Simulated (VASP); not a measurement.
Here is a VASP 6.6.1 calculation.

File INCAR:

```
SYSTEM = CdSe
  PREC = Accurate
  ENCUT = 520
  EDIFF = 1E-8
  ISMEAR = -1
  SIGMA = 0.03
  LREAL = .FALSE.
  LASPH = .TRUE.
  NELM = 80
  ALGO = Normal
  ISIF = 2
  LWAVE = .FALSE.
  LCHARG = .FALSE.
  GGA = PE
  LEFG = .TRUE.
  NBANDS = 16
```

KPOINTS

```
regular mesh
0
G
  8 8 8
  0 0 0
```

POSCAR

```
CdSe
1.0
    0.0000000000      3.0600026564      3.0600026564
    3.0600026564      0.0000000000      3.0600026564
    3.0600026564      3.0600026564      0.0000000000
Cd Se
1 1
Direct
    0.0000000000      0.0000000000      0.0000000000
    0.2500000000      0.2500000000      0.2500000000
```

Potentials or basis: VASP PAW PBE potentials, release 64 (Cd, Se).

The run is started by

```sh
$ cat potpaw_PBE.64/Cd/POTCAR potpaw_PBE.64/Se/POTCAR > POTCAR
$ mpirun -np 1 vasp_std > vasp.out
```

**Question.** What does it give for the band gap on the k mesh?

**Answer.** 0.57 eV, direct.

**Question.** Estimate the pressure.

**Answer.** 2.1 GPa.

Caveat: without QUAD_EFG the Cq values of the log hold for a quadrupole moment of 1 mb, not for the nuclei.
